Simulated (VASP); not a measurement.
Here is a VASP 6.6.1 calculation.

Contents of INCAR:

```
SYSTEM = ZnO
  PREC = Accurate
  ENCUT = 520
  EDIFF = 1E-7
  ISMEAR = 0
  SIGMA = 0.01
  LREAL = .FALSE.
  LASPH = .TRUE.
  NELM = 60
  ALGO = Normal
  ISIF = 2
  LWAVE = .FALSE.
  LCHARG = .TRUE.
  LELF = .TRUE.
  LVHAR = .TRUE.
  NBANDS = 26
```

Contents of KPOINTS:

```
Automatic mesh
0
G
  9 9 6
  0 0 0
```

POSCAR

```
ZnO
1.0
    3.2498000000      0.0000000000      0.0000000000
   -1.6249000000      2.8144093572      0.0000000000
    0.0000000000      0.0000000000      5.2066000000
Zn O
2 2
Direct
    0.3333333333      0.6666666667      0.0000000000
    0.6666666667      0.3333333333      0.5000000000
    0.3333333333      0.6666666667      0.3850000000
    0.6666666667      0.3333333333      0.8850000000
```

Potentials or basis: VASP PAW LDA potentials, release 64 (Zn, O).

Run with:

```console
$ cat potpaw_LDA.64/Zn/POTCAR potpaw_LDA.64/O/POTCAR > POTCAR
$ mpirun -np 1 vasp_std > vasp.out
```

(1) Estimate the pressure.

(2) What does it give for the band gap on the k mesh?

Answers

(1) -6.1 GPa.

(2) 0.74 eV, direct.
